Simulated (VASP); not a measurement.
# Sb (P1) in VASP: single point with PBEsol

Aim: the single point of Sb with PBEsol.

Everything below comes from runs of VASP 6.6.1. Logs are shortened: lines on timing, memory, paths and dates and some standing lists are left out, and cuts for length are marked.

## 1. The cell of the first run

The typed cell holds 32 atoms: a = 10.455 Å, b = 10.455 Å, c = 10.455 Å, α = 100.13°, β = 112.46°, γ = 116.24°.

## 2. Single point, PBEsol (dynamics (nvt langevin) at 1100 K, volume x 1.03, from the last frame before)

INCAR

```
SYSTEM = Sb
PREC     = Accurate       ! precision mode
ENCUT    = 520            ! plane-wave cutoff, eV
EDIFF    = 1E-7           ! SCF threshold, eV
ISMEAR   = -1             ! smearing method
SIGMA    = 0.0948         ! smearing width, eV
LREAL    = Auto         
LASPH    = .TRUE.         ! aspherical terms in the spheres
NELM     = 100            ! most SCF steps
ALGO     = Normal         ! electronic algorithm
ISIF     = 2              ! what is computed and relaxed
LWAVE    = .FALSE.        ! write WAVECAR
LCHARG   = .FALSE.        ! write CHGCAR
GGA      = PS             ! functional
NBANDS   = 102            ! bands
```

KPOINTS

```
Automatic mesh
0
Gamma
  2 2 2
  0.5 0.5 0.5
```

POSCAR

```
Sb
1.0
    6.7108178797     -5.8117387639      5.5218808673
   -6.7108178797      5.8117387639      5.5218808673
   -6.7108178796     -5.8117387640     -5.5218808673
Sb
32
Direct
    0.1804339293      0.7609021220      0.7095061674
    0.9577072739      0.9010229061      0.6356550789
    0.7525668778      0.2518071324      0.7362592074
    0.5151870745      0.4014355670      0.6141213670
    0.2482098290      0.5218210964      0.4435075825
    0.7141921553     -0.0039317885      0.4430519580
    0.9372382489      0.5917636460      0.3109473657
    0.4603421382      0.1230090413      0.3229735954
    0.2124997744      0.2245619564      0.1962459595
    0.7182003756      0.7507443159      0.1940926675
    0.9751812496      0.3803145370      0.0936659559
    0.4989255482      0.8989023317      0.0707469131
    0.2498387931     -0.0026428166      0.9878499491
    0.7225249065      0.5219827463      0.9804126759
    0.9923513865      0.1605723016      0.8552569982
    0.4532851371      0.6038775900      0.8401301563
    0.5405568207      0.8873111708      0.6967785137
    0.2851674107      0.0082440294      0.5464699601
    0.0491309554      0.3914646134      0.6402121536
    0.8271428282      0.5280032424      0.5674977847
    0.5344700281      0.5894139285      0.3986066287
    0.0346793512      0.1342845248      0.4180250262
    0.3470215914      0.7736815450      0.3479566569
    0.7817425410      0.2517072511      0.2736365869
    0.5397424410      0.3551240398      0.1703903292
    0.0538502608      0.8508760664      0.1724388881
    0.3154398988      0.5028324394      0.0519879685
    0.8054888377      0.0118218835      0.0383897152
    0.5579047412      0.1547572706      0.9125971474
    0.0293665335      0.6098371724      0.9340162959
    0.2817174675      0.2458151205      0.7770664032
    0.7979686251      0.7834744661      0.7992688459
```

Potentials or basis: VASP PAW PBE potentials, release 64 (Sb).

On the command line:

```console
> cat potpaw_PBE.64/Sb/POTCAR > POTCAR
> mpirun -np 1 vasp_std > vasp.out
```

OUTCAR:

```text
SYSTEM = Sb
   PREC = Accurate
   ENCUT = 520
   EDIFF = 1E-7
   ISMEAR = -1
   LREAL = Auto
   LASPH = .TRUE.
   NELM = 100
   ISIF = 2
   GGA = PS

 ion  position               nearest neighbor table
   1  0.180  0.761  0.710-  20 2.89  13 3.06   2 3.19  19 3.30  18 3.36  12 3.41  17 3.46   7 3.51
                            30 3.53  29 3.63
   2  0.958  0.901  0.636-  32 2.89  15 3.01  31 3.19   1 3.19   6 3.25  20 3.34  13 3.36  21 3.52
                            18 3.64  22 3.66
   3  0.753  0.252  0.736-  15 2.98  30 3.13  11 3.16  29 3.20  17 3.30  19 3.41   6 3.45   4 3.46
                            20 3.59  14 3.67   8 3.75  18 3.76
   4  0.515  0.401  0.614-  20 3.20  14 3.24  21 3.25  32 3.30  16 3.33   3 3.46  18 3.48   8 3.48
                            31 3.49   5 3.56   9 3.73
   5  0.248  0.522  0.444-  23 2.88  21 3.00  11 3.18  17 3.30   9 3.45   7 3.47  19 3.49  22 3.56
                             4 3.56  16 3.59
   6  0.714  0.996  0.443-  23 3.08  22 3.15   2 3.25  12 3.34  10 3.34   8 3.40  24 3.43   3 3.45
                            19 3.51  15 3.66  21 3.66
   7  0.937  0.592  0.311-  14 3.04  24 3.06  11 3.15  25 3.24  26 3.28  20 3.36  10 3.38   5 3.47
                             1 3.51  23 3.66  18 3.69
   8  0.460  0.123  0.323-  13 2.96  25 3.12   9 3.15  24 3.31  26 3.36   6 3.40  23 3.40  12 3.48
                             4 3.48  18 3.54  20 3.68   3 3.75
   9  0.212  0.225  0.196-   8 3.15  15 3.16  13 3.19  25 3.22  21 3.27  28 3.28  26 3.42   5 3.45
[... 33 lines left out ...]
  26  0.054  0.851  0.172-  30 3.06  14 3.10   7 3.28  18 3.29  10 3.30   8 3.36  13 3.40   9 3.42
                            23 3.44  32 3.50  28 3.67  22 3.69
  27  0.315  0.503  0.052-  15 3.14  21 3.14  16 3.16  10 3.30  25 3.33  31 3.36  11 3.44   9 3.45
                            30 3.51  23 3.61  12 3.64  19 3.72
  28  0.805  0.012  0.038-  12 3.07  32 3.09  17 3.12  11 3.27   9 3.28  15 3.33  24 3.35  22 3.37
                            10 3.38  29 3.49  16 3.64  26 3.67
  29  0.558  0.155  0.913-  17 3.16   3 3.20  25 3.23  14 3.24  24 3.25  18 3.30  31 3.32  12 3.34
                            11 3.35  13 3.38  28 3.49   1 3.63
  30  0.029  0.610  0.934-  26 3.06   3 3.13  11 3.13  14 3.18  20 3.31  13 3.46  27 3.51   1 3.53
                            19 3.62  32 3.65  23 3.75
  31  0.282  0.246  0.777-  16 3.16  18 3.17   2 3.19  15 3.22  22 3.24  29 3.32  27 3.36  19 3.41
                             4 3.49  25 3.56  14 3.56  13 3.68
  32  0.798  0.783  0.799-   2 2.89  28 3.09  17 3.22   4 3.30  15 3.35  20 3.48  16 3.49  26 3.50
                            21 3.54  14 3.57  13 3.63  30 3.65

  LATTYP: Found a body centered orthorhombic cell.
 ALAT       =    11.0437617346
 B/A-ratio  =     1.0524926024
 C/A-ratio  =     1.2153137746

  Lattice vectors:

 A1 = (   6.7108178797,  -5.8117387639,  -5.5218808673)
 A2 = (   6.7108178796,   5.8117387640,   5.5218808673)
 A3 = (  -6.7108178796,  -5.8117387640,   5.5218808673)

Analysis of symmetry for initial positions (statically):
=====================================================================
 Subroutine PRICEL returns:
 Original cell was already a primitive cell.

 Routine SETGRP: Setting up the symmetry group for a
 body centered orthorhombic supercell.

 Subroutine GETGRP returns: Found  1 space group operations
 (whereof  1 operations were pure point group operations)
 out of a pool of  8 trial point group operations.

The static configuration has the point symmetry C_1 .

Analysis of symmetry for dynamics (positions and initial velocities):
=====================================================================
 Subroutine PRICEL returns:
 Original cell was already a primitive cell.

 Routine SETGRP: Setting up the symmetry group for a
 body centered orthorhombic supercell.

 Subroutine GETGRP returns: Found  1 space group operations
 (whereof  1 operations were pure point group operations)
 out of a pool of  8 trial point group operations.

The dynamic configuration has the point symmetry C_1 .

 Subroutine INISYM returns: Found  1 space group operations
 (whereof  1 operations are pure point group operations),
 and found     1 'primitive' translations

----------------------------------------------------------------------------------------

                                     Primitive cell

  volume of cell :     861.4470

  direct lattice vectors                    reciprocal lattice vectors
     6.710817880 -5.811738764  5.521880867     0.000000000 -0.086032773  0.090548857
    -6.710817880  5.811738764  5.521880867    -0.074506567 -0.000000000  0.090548857
    -6.710817880 -5.811738764 -5.521880867    -0.074506567 -0.086032773  0.000000000

  length of vectors
    10.454786100 10.454786100 10.454786100     0.124902896  0.117261775  0.113810661

  position of ions in fractional coordinates (direct lattice)
     0.180433929  0.760902122  0.709506167
     0.957707274  0.901022906  0.635655079
     0.752566878  0.251807132  0.736259207
     0.515187074  0.401435567  0.614121367
     0.248209829  0.521821096  0.443507582
     0.714192155  0.996068212  0.443051958
[... 24 lines left out ...]
     0.281717468  0.245815120  0.777066403
     0.797968625  0.783474466  0.799268846

  ion indices of the primitive-cell ions
   primitive index   ion index
                 1           1
                 2           2
                 3           3
                 4           4
                 5           5
                 6           6
[... 24 lines left out ...]
                31          31
                32          32

----------------------------------------------------------------------------------------

 KPOINTS: Automatic mesh

Automatic generation of k-mesh.
 Grid dimensions read from file:
 generate k-points for:    2    2    2

 Generating k-lattice:

  Cartesian coordinates                     Fractional coordinates (reciprocal lattice)
     0.000000000 -0.043016386  0.045274428     0.500000000 -0.000000000  0.000000000
    -0.037253283 -0.000000000  0.045274428    -0.000000000  0.500000000  0.000000000
    -0.037253283 -0.043016386  0.000000000     0.000000000 -0.000000000  0.500000000

  Length of vectors
     0.062451448  0.058630888  0.056905330

  Shift w.r.t. Gamma in fractional coordinates (k-lattice)
     0.500000000  0.500000000  0.500000000

 Subroutine IBZKPT returns following result:
 ===========================================

 Found      4 irreducible k-points:

 Following reciprocal coordinates:
            Coordinates               Weight
  0.250000  0.250000  0.250000      2.000000
 -0.250000  0.250000  0.250000      2.000000
  0.250000 -0.250000  0.250000      2.000000
 -0.250000 -0.250000  0.250000      2.000000
   k-points           NKPTS =      4   k-points in BZ     NKDIM =      4   number of bands    NBANDS=    102
   number of dos      NEDOS =    301   number of ions     NIONS =     32
   total plane-waves  NPLWV = 512000
   dimension x,y,z NGX =    80 NGY =   80 NGZ =   80
   dimension x,y,z NGXF=   160 NGYF=  160 NGZF=  160
   ions per type =              32
   NGX,Y,Z   is equivalent  to a cutoff of  12.72, 12.72, 12.72 a.u.
   NGXF,Y,Z  is equivalent  to a cutoff of  25.44, 25.44, 25.44 a.u.
 SYSTEM =  Sb
   PREC   = accura    normal or accurate (medium, high low for compatibility)
   ISTART =      0    job   : 0-new  1-cont  2-samecut
   ICHARG =      2    charge: 1-file 2-atom 10-const
   ISPIN  =      1    spin polarized calculation?
   LNONCOLLINEAR =      F non collinear calculations
   LSORBIT =      F    spin-orbit coupling
   LASPH  =      T    aspherical Exc in radial PAW
   ENCUT  =  520.0 eV  38.22 Ry    6.18 a.u.  19.44 19.44 19.44*2*pi/ulx,y,z
   NELM   =    100;   NELMIN=  2; NELMDL= -5     # of ELM steps
   EDIFF  = 0.1E-06   stopping-criterion for ELM
   LREAL  =      T    real-space projection
   EDIFFG = 0.1E-05   stopping-criterion for IOM
   NSW    =      0    number of steps for IOM
   IBRION =     -1    ionic relax: 0-MD 1-quasi-New 2-CG
   NFREE  =      0    steps in history (QN), initial steepest desc. (CG)
   ISIF   =      2    stress and relaxation
   ISYM   =      2    0-nonsym 1-usesym 2-fastsym
   POTIM  = 0.5000    time-step for ionic-motion
   TEBEG  =    0.0;   TEEND  =   0.0 temperature during run
   PSTRESS=    0.0 pullay stress
   NELECT =     160.0000    total number of electrons
   NUPDOWN=      -1.0000    fix difference up-down
   EMIN   =  10.00;   EMAX   =-10.00  energy-range for DOS
   EFERMI =   0.00;   METHOD = LEGACY
   ISMEAR =    -1;   SIGMA  =   0.09  broadening in eV -4-tet -1-fermi 0-gaus
   EFERMI_NEDOS =   21; number of points for ismear=-14 and -15
   IALGO  =     38    algorithm
   IMIX   =      4    mixing-type and parameters
     AMIX     =   0.40;   BMIX     =  1.00
     AMIX_MAG =   1.60;   BMIX_MAG =  1.00
  volume/ion in A,a.u.               =      26.92       181.67
  Fermi-wavevector in a.u.,A,eV,Ry     =   0.934054  1.765106 11.870496  0.872457
  Thomas-Fermi vector in A             =   2.060819
   LORBIT       =      0    0 simple, 1 ext, 2 COOP (PROOUT), +10 PAW based schemes
   GGA     = PS    functional components
[... 5 lines left out ...]
 non-spin polarized calculation
  energy-cutoff  :      520.00
  volume of cell :      861.45
 maximum number of plane-waves:     23211
 NGX is ok and might be reduce to    80
   NGX = 39   NGY = 39   NGZ = 39

 number of electron     159.9999998 magnetization

 Free energy of the ion-electron system (eV)
  ---------------------------------------------------
  ext. energy  EPLUGINS =         0.00000000
  ---------------------------------------------------
  free energy    TOTEN  =      -138.26296271 eV

  energy without entropy =     -137.66172351  energy(sigma->0) =     -137.96234311

 E-fermi :   8.3332     XC(G=0): -10.2933

 val. band max:        8.3260500762   @ k =  -0.2500   0.2500   0.2500
 cond. band min:       8.3346045610   @ k =  -0.2500  -0.2500   0.2500
 fundamental gap:      0.0085544848
 Fermi energy:         8.3332160361

 k-point     1 :       0.2500    0.2500    0.2500
  band No.  band energies     occupation
      1      -4.2753      2.00000
      2      -4.0617      2.00000
      3      -3.9192      2.00000
      4      -3.7743      2.00000
      5      -2.7007      2.00000
      6      -2.5356      2.00000
[... 369 lines left out ...]
     91       9.2468      0.00013
     92       9.3784      0.00003
 [bands above 92 left out]

------------------------ aborting loop because EDIFF is reached ----------------------------------------

  FORCE on cell =-STRESS in cart. coord.  units (eV):
  Direction    XX          YY          ZZ          XY          YZ          ZX
  --------------------------------------------------------------------------------------
  -------------------------------------------------------------------------------------
  Total        9.7448238     -1.2153765      5.8578818     -1.5973563     -1.7081881     -0.9741221
  in kB       18.1240817     -2.2604393     10.8948843     -2.9708712     -3.1770036     -1.8117380
  external PRESSURE =       8.9195089 kB  Pullay stress =       0.0000000 kB

 VOLUME and BASIS-vectors are now :
 -----------------------------------------------------------------------------
  energy-cutoff  :      520.00
  volume of cell :      861.45
      direct lattice vectors                 reciprocal lattice vectors
     6.710817880 -5.811738764  5.521880867     0.000000000 -0.086032773  0.090548857
    -6.710817880  5.811738764  5.521880867    -0.074506567 -0.000000000  0.090548857
    -6.710817880 -5.811738764 -5.521880867    -0.074506567 -0.086032773  0.000000000

 POSITION                                       TOTAL-FORCE (eV/Angst)
 -----------------------------------------------------------------------------------
     -8.65678     -0.74993      1.28014         0.439655     -0.256911      0.549911
     -3.88537     -4.02370      6.75368         0.615855      0.476313      0.164622
     -1.58039     -7.18923      1.48050         0.360553      0.404912     -0.006902
     -3.35789     -4.23021      1.67038         0.167466      0.023824     -0.057506
     -4.81245     -0.98739      1.80302        -0.205365     -0.246941     -0.788779
     -4.86486     -0.93671      6.99737         0.075929     -0.037345     -0.012138
[... 24 lines left out ...]
     -4.97382     -4.72476     -1.37790         0.103931     -0.022778      0.198997
     -5.26648     -4.72938      4.31907         0.019378      0.029657     -0.676846
 -----------------------------------------------------------------------------------
    total drift:                                0.010289      0.001572      0.006423

  FREE ENERGIE OF THE ION-ELECTRON SYSTEM (eV)
  ---------------------------------------------------
  free  energy   TOTEN  =      -138.2629627083 eV

  energy  without entropy=     -137.6617235080  energy(sigma->0) =     -137.96234311
```

It took 21 min on 1 thread of Intel Xeon 8259CL, shared host; peak memory 1 GiB.

What came out:

| Quantity | Value |
| --- | --- |
| Free energy | -138.2630 eV |
| Pressure | 0.9 GPa |
| Largest force | 0.852 eV/Å |

Forces in eV/Å, atoms in the order of the input:
```
Sb   0.440 -0.257  0.550
Sb   0.616  0.476  0.165
Sb   0.361  0.405 -0.007
Sb   0.167  0.024 -0.058
Sb  -0.205 -0.247 -0.789
Sb   0.076 -0.037 -0.012
Sb  -0.516 -0.262  0.326
Sb  -0.599 -0.553 -0.110
Sb  -0.226  0.023 -0.216
Sb  -0.577 -0.149  0.214
Sb  -0.173 -0.162 -0.092
Sb   0.144 -0.194 -0.331
Sb   0.146  0.365 -0.194
Sb   0.557  0.326 -0.182
Sb  -0.153  0.005  0.189
Sb  -0.049  0.471 -0.114
Sb   0.272  0.041 -0.009
Sb   0.212  0.200  0.043
Sb   0.018 -0.001  0.118
Sb   0.080  0.123 -0.460
Sb   0.042 -0.102  0.243
Sb   0.034 -0.153  0.086
Sb  -0.173  0.448  0.413
Sb   0.082 -0.431 -0.099
Sb  -0.137  0.193  0.236
Sb  -0.288 -0.227  0.259
Sb  -0.207  0.167  0.035
Sb  -0.116 -0.531 -0.063
Sb  -0.128  0.200  0.007
Sb   0.179 -0.166  0.331
Sb   0.104 -0.023  0.199
Sb   0.019  0.030 -0.677
```

Stress tensor (GPa, compression positive):
```
 1.81 -0.30 -0.18
-0.30 -0.23 -0.32
-0.18 -0.32  1.09
```

Caveat: the k points lie up to 0.39 Å⁻¹ apart; the PAW data sets were made with another functional, which shifts forces and pressure a little; spin-orbit coupling is left out, which moves the levels of the heavy elements.
